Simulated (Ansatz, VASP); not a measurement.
# ZnS in VASP and in Ansatz

The input POSCAR:

```
ZnS
1.0
    0.0000000000      2.6136777993      2.6136777993
    2.6136777993      0.0000000000      2.6136777993
    2.6136777993      2.6136777993      0.0000000000
Zn S
1 1
Direct
    0.0000000000      0.0000000000      0.0000000000
    0.7500000000      0.7500000000      0.7500000000
```

INCAR.step1

```
SYSTEM = ZnS
PREC = Accurate
ENCUT = 520
ISMEAR = 0
SIGMA = 0.05
LREAL = .False.
LASPH = .True.
NELM = 60
NBANDS = 16
GGA = PE
ALGO = Normal
EDIFF = 1E-4
LWAVE = .True.
LCHARG = .False.
```

INCAR.step2

```
SYSTEM = ZnS
PREC = Accurate
ENCUT = 520
EDIFF = 1E-7
ISMEAR = 0
SIGMA = 0.05
LREAL = .False.
LASPH = .True.
NELM = 60
ALGO = Normal
ISIF = 2
LWAVE = .False.
LCHARG = .True.
METAGGA = R2SCAN
LMIXTAU = .True.
LELF = .True.
LVHAR = .True.
NBANDS = 16
ISTART = 1
```

KPOINTS

```
Automatic mesh
0
Gamma
  8 8 8
  0 0 0
```

Input for Ansatz:

```yaml
crystal:
  lattice:
    - [0.0, 2.6136777993, 2.6136777993]
    - [2.6136777993, 0.0, 2.6136777993]
    - [2.6136777993, 2.6136777993, 0.0]
  atoms:
    - { symbol: Zn, position: [0.0, 0.0, 0.0] }
    - { symbol: S, position: [0.75, 0.75, 0.75] }
basis:
  ecutwfc: 500
kpoints:
  mp_grid: { grid: [8, 8, 8] }
hamiltonian:
  xc: r2scan
scf:
  occupations: { method: gaussian, width: 0.05 }
output:
  forces: true
  stress: true
  eigenvalues: true
```

Change from the starting cell: strain -0.030 along x and y, -0.030 along z, atoms carried along.

Alike in both runs: task single point; functional r2SCAN; k mesh 8 × 8 × 8; occupations gaussian, width 0.05 eV; no spin polarisation.

|  | VASP | Ansatz |
| --- | --- | --- |
| version | VASP 6.6.1 | Ansatz 0.2.0 |
| potentials or method | VASP PAW PBE potentials, release 64 (Zn, S), cutoff 520 eV | scalar-relativistic, plane waves, PAW |
| valence electrons in the cell | 18 | 18 |

Ansatz gave:

| Property | Result |
| --- | --- |
| gap on the k mesh at the Fermi level (eV) | 3.13 |
| least direct gap on the mesh (eV) | 3.13 |
| pressure (GPa) | 8.8 |

Problem. Estimate VASP's values.

Solution. gap on the k mesh at the Fermi level (eV): 3.15; least direct gap on the mesh (eV): 3.15; pressure (GPa): 8.8.

VASP's potentials were made for PBE, not for r2SCAN.
